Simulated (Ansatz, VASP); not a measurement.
MgO in VASP and in Ansatz

```
Mg O
1.0
     3.34280    0.00000    0.00000
    -1.67140    2.89495    0.00000
     0.00000    0.00000    5.16406
Mg O
2 2
Direct
  0.33929 0.67859 0.00632
  0.67263 0.34526 0.50632
  0.32428 0.64856 0.39828
  0.65761 0.31522 0.89828
```

Change from the starting cell: mode 11 frozen in at -0.052 Å, equal normal strain along x, y and z +0.0083.

Alike in both runs: task single point; functional PBE; k mesh 9 × 9 × 6; occupations gaussian, width 0.05 eV; no spin polarisation.

|  | VASP | Ansatz |
| --- | --- | --- |
| version | VASP 6.6.1 | Ansatz 0.2.0 |
| potentials or method | VASP PAW PBE potentials, release 64 (Mg, O), cutoff 520 eV | scalar-relativistic, plane waves, PAW |
| valence electrons in the cell | 16 | 32 |

|  | VASP | Ansatz | Ansatz less VASP |
| --- | --- | --- | --- |
| gap on the k mesh at the Fermi level (eV) | 3.24 | 3.26 | +0.020 |
| least direct gap on the mesh (eV) | 3.24 | 3.26 | +0.020 |
| pressure (GPa) | -2.6 | -2.2 | +0.44 |
| traceless stress, the component that is largest in VASP (GPa) | -1.79 | -1.77 | +0.020 |
| rms of the force components (eV/Å) | 0.429 | 0.425 | -0.0044 |

Atom by atom the forces differ by 0.005 eV/Å (rms over components). With one functional, cell and mesh, what is left measures potentials, basis and numerics. VASP's potentials hold 16 valence electrons a cell and Ansatz's 32, so a difference there can come from the potentials and not from the codes.
